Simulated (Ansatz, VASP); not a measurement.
# One calculation of WCl2F2, two programs

Contents of INCAR:

```
SYSTEM = WCl2F2
PREC     = Accurate       ! precision mode
ENCUT    = 520            ! plane-wave cutoff, eV
EDIFF    = 1E-6           ! SCF threshold, eV
ISMEAR   = 0              ! smearing method
SIGMA    = 0.1            ! smearing width, eV
LREAL    = .False.        ! projectors in reciprocal space
LASPH    = .True.         ! aspherical terms in the spheres
NELM     = 80             ! most SCF steps
ALGO     = Normal         ! electronic algorithm
ISIF     = 2              ! what is computed and relaxed
LWAVE    = .False.        ! write WAVECAR
LCHARG   = .False.        ! write CHGCAR
GGA      = PE             ! functional
NBANDS   = 29             ! bands
```

The input KPOINTS:

```
Automatic mesh
0
Gamma
  6 6 6
  0 0 0
```

The input POSCAR:

```
WCl2F2
1.0
   -1.8577707900      1.8577707900      5.9623051000
    1.8577707900     -1.8577707900      5.9623051000
    1.8577707900      1.8577707900     -5.9623051000
W Cl F
1 2 2
Direct
    0.0000000000      0.0000000000      0.0000000000
    0.1381600100      0.1381600100      0.0000000000
    0.8618399900      0.8618399900      0.0000000000
    0.3475900000      0.3475900000      0.0000000000
    0.6524100000      0.6524100000      0.0000000000
```

Input for Ansatz:

```yaml
crystal:
  lattice:
    - [-1.85777079, 1.85777079, 5.9623051]
    - [1.85777079, -1.85777079, 5.9623051]
    - [1.85777079, 1.85777079, -5.9623051]
  atoms:
    - { symbol: W, position: [0.0, 0.0, 0.0] }
    - { symbol: Cl, position: [0.13816001, 0.13816001, 0.0] }
    - { symbol: Cl, position: [0.86183999, 0.86183999, 0.0] }
    - { symbol: F, position: [0.34759, 0.34759, 0.0] }
    - { symbol: F, position: [0.65241, 0.65241, 0.0] }
basis:
  ecutwfc: 420
kpoints:
  mp_grid: { grid: [6, 6, 6] }
hamiltonian:
  xc: pbe
scf:
  occupations: { method: gaussian, width: 0.1 }
  lower_state_search: "off"
output:
  forces: true
  stress: true
  eigenvalues: true
```

Change from the starting cell: species swapped into the Sc2BC2 type (I4/mmm, No. 139).

Alike in both runs: task single point; functional PBE; k mesh 6 × 6 × 6; occupations gaussian, width 0.1 eV; no spin polarisation.

```csv
,VASP,Ansatz
version,VASP 6.6.1,Ansatz 0.2.0
potentials or method,"VASP PAW PBE potentials, release 64 (W_sv, Cl, F), cutoff 520 eV","scalar-relativistic, plane waves, PAW"
valence electrons in the cell,42,42
```

```tsv
	VASP	Ansatz	Ansatz less VASP
gap on the k mesh at the Fermi level (eV)	none	none	-
rms of the force components (eV/Å)	15.202	15.491	+0.2892
```

Atom by atom the forces differ by 0.291 eV/Å (rms over components). A gap of «none» marks a metal or a gap that the smearing closes.

The k mesh is coarse, so the values compare programs but aren't converged. Neither program's run includes spin-orbit coupling.
